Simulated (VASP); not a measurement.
CsCl:

```xyz
2
Lattice="4.1407 0.0000 0.0000 0.0000 4.1407 0.0000 0.0000 0.0000 4.1407" Properties=species:S:1:pos:R:3 pbc="T T T"
Cs    0.0000    0.0000    0.0000
Cl    2.0703    2.0703    2.0703
```

Base run:

```yaml
Program: VASP 6.6.1
Functional: PBE
Potentials_or_basis: VASP PAW PBE potentials, release 64 (Cs_sv, Cl)
Cutoff: 500 eV
k_mesh: 6 × 6 × 6
Occupations: gaussian, width 0.01 eV
Spin: no spin polarisation
```

Its results: band gap on the k mesh 5.20 eV, direct; pressure 0.8 GPa.

Question: After a change of settings the same cell gave: band gap on the k mesh 4.99 eV, direct; pressure -0.8 GPa. Which change was it?
A. functional from PBE to PBEsol; k mesh from 6 × 6 × 6 to 4 × 4 × 4
B. functional from PBE to LDA; potentials or basis from VASP PAW PBE potentials, release 64 (Cs_sv, Cl) to VASP PAW LDA potentials, release 64 (Cs_sv, Cl)
C. functional from PBE to r2SCAN; cutoff from 500 eV to 550 eV

Answer: A.

Caveats: spin-orbit coupling is left out, which moves the levels of the heavy elements; the PAW data sets were made with another functional, which shifts forces and pressure a little (some runs).
